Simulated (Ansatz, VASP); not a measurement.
One calculation of Sr, two programs

```
Sr
1.0
     4.31000   -0.03233   -0.03233
    -2.18299    3.74873   -0.01183
    -0.05287   -0.05287    7.05000
Sr
2
Direct
  0.33333 0.66667 0.25000
  0.66667 0.33333 0.75000
```

Change from the starting cell: equal xy, yz and zx shear strains of -1.5 %.

Alike in both runs: task single point; functional PBE; k mesh 10 × 10 × 5; occupations fermi-dirac, width 0.08 eV; no spin polarisation.

|  | VASP | Ansatz |
| --- | --- | --- |
| version | VASP 6.6.1 | Ansatz 0.2.0 |
| potentials or method | VASP PAW PBE potentials, release 64 (Sr_sv), cutoff 520 eV | all-electron LAPW, scalar-relativistic |

```tsv
	VASP	Ansatz	Ansatz less VASP
pressure (GPa)	-0.3	-0.3	-0.01
traceless stress, the component that is largest in VASP (GPa)	0.13	0.13	0.000
rms of the force components (eV/Å)	0.008	0.008	0.0000
```

Atom by atom the forces differ by 0.000 eV/Å (rms over components). Ansatz ran all-electron here, and VASP with PAW potentials.
